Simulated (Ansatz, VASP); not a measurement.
**Nb in VASP and in Ansatz**

```
Nb
1.0
    -1.62660    1.62660    1.62660
     1.62660   -1.62660    1.62660
     1.62660    1.62660   -1.62660
Nb
1
Direct
  0.00000 0.00000 0.00000
```

Alike in both runs: functional LDA; k mesh 8 × 8 × 8; occupations gaussian, width 0.1 eV; no spin polarisation.

Ansatz relaxed the structure, and its values are those at the end. VASP's run is a single point on that final structure, the one shown.

|  | VASP | Ansatz |
| --- | --- | --- |
| version | VASP 6.6.1 | Ansatz 0.2.0 |
| potentials or method | VASP PAW LDA potentials, release 64 (Nb_sv), cutoff 520 eV | scalar-relativistic, plane waves, PAW |
| valence electrons in the cell | 13 | 13 |

Ansatz gave:

| Property | Result |
| --- | --- |
| gap on the k mesh at the Fermi level (eV) | none |
| pressure (GPa) | 0.0 |

Question: What did VASP give for the same quantities?

Answer: gap on the k mesh at the Fermi level (eV): none; pressure (GPa): -0.1.

Ansatz warns that its potentials were made for another functional, while VASP's fit it. LDA's correlation is that of Perdew and Zunger in VASP and of Perdew and Wang (1992) in Ansatz. A gap of «none» marks a metal or a gap that the smearing closes.
